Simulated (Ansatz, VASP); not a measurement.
**One calculation of Cd, two programs**

```xyz
8
Lattice="3.2796 5.3104 0.2805 -3.2600 5.2975 0.2820 0.0053 2.9642 5.4375" Properties=species:S:1:pos:R:3 pbc="T T T"
Cd   -1.2195    5.3011    0.2833
Cd    0.4196    7.9569    0.4214
Cd    0.4113    2.6527    0.1402
Cd    2.0500    5.3084    0.2792
Cd   -1.2099    6.7823    3.0025
Cd    0.4275    9.4388    3.1405
Cd    0.4206    4.1344    2.8594
Cd    2.0591    6.7915    2.9975
```

Change from the starting cell: cell x4, atoms moved at random (sigma 0.15 Å) and cell strained at random (1.5 %), then relaxed without symmetry.

Alike in both runs: functional PBE; k mesh 4 × 4 × 4; occupations gaussian, width 0.2 eV; no spin polarisation.

Ansatz relaxed the structure, and its values are those at the end. VASP's run is a single point on that final structure, the one shown.

|  | VASP | Ansatz |
| --- | --- | --- |
| version | VASP 6.6.1 | Ansatz 0.2.0 |
| potentials or method | VASP PAW PBE potentials, release 64 (Cd), cutoff 520 eV | scalar-relativistic, plane waves, PAW |
| valence electrons in the cell | 96 | 160 |

Ansatz gave:

```
gap on the k mesh at the Fermi level (eV) : none
pressure (GPa)                            : 0.0
```

What did VASP give for the same quantities?

gap on the k mesh at the Fermi level (eV): none; pressure (GPa): 0.2.

A gap of «none» marks a metal or a gap that the smearing closes. VASP's potentials hold 96 valence electrons a cell and Ansatz's 160, so a difference there can come from the potentials and not from the codes.
